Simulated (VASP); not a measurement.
Runs of VASP 6.6.1 on KBr. The structure is that of space group Fm-3m (No. 225), or close to it. The cells are those of the table. 

```tsv
task	cell	k mesh	cutoff (eV)	smearing	gap on the mesh (eV)	pressure (GPa)
single point	a = 4.631 Å, angles 60.0°, 2 atoms	6 × 6 × 6	520	gaussian 0.02 eV	4.34	0.1
single point	a = 4.631 Å, angles 60.0°, 2 atoms	8 × 8 × 8	520	gaussian 0.05 eV	4.34	0.1
single point	a = 4.631 Å, angles 60.0°, 2 atoms	6 × 6 × 6	520	gaussian 0.05 eV	4.34	0.1
relaxation of cell and atoms	relaxed to 12 GPa from a = 4.631 Å, angles 60.0°, 2 atoms	6 × 6 × 6	600	gaussian 0.01 eV	4.95	12.0
relaxation of cell and atoms	relaxed from a = 4.656 Å, angles 60.0°, 2 atoms	6 × 6 × 6	600	gaussian 0.02 eV	(a)	0.0
single point	a = 4.140 Å, angles 60.0°, 2 atoms	6 × 6 × 6	520	gaussian 0.01 eV	4.93	12.3
```

Alike in all rows: level PBEsol; potentials or basis VASP PAW PBE potentials, release 64 (K_sv, Br); no spin polarisation.

Q: Estimate the missing entries.

A: (a) 4.32.

Caveats: the PAW data sets were made with another functional, which shifts forces and pressure a little; the cell is relaxed towards a set pressure, so the enthalpy falls and the energy may rise (some runs).

A k mesh can miss the band edges, and the runs leave out spin-orbit coupling on Br.
